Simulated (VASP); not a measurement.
Crystal: AlN.

```
Al N
1.0
     0.00000    2.01887    2.01887
     2.07015    0.00000    2.01887
     2.07015    2.01887    0.00000
Al N
1 1
Direct
  0.00000 0.00000 0.00000
  0.50000 0.50000 0.50000
```

This cell differs from its parent crystal: uniaxial x strain +2.5%.

Base run:

- Program: VASP 6.6.1
- Functional: r2SCAN
- Potentials or basis: VASP PAW PBE potentials, release 64 (Al, N)
- Cutoff: 520 eV
- k mesh: 10 × 10 × 10
- Occupations: gaussian, width 0.01 eV
- Spin: no spin polarisation

Its results: band gap on the k mesh 5.09 eV, indirect (least direct gap 6.07 eV); pressure -7.1 GPa.

**Question.** The run is repeated on the same cell with these changes: functional from r2SCAN to PBE; occupations from gaussian, width 0.01 eV to fermi-dirac, width 0.02 eV. What comes out?

**Answer.** Band gap on the k mesh 4.22 eV, indirect (least direct gap 5.25 eV); pressure -0.2 GPa.

Caveats: the PAW data sets were made with another functional, which shifts forces and pressure a little (some runs).

A k mesh can miss the band edges.
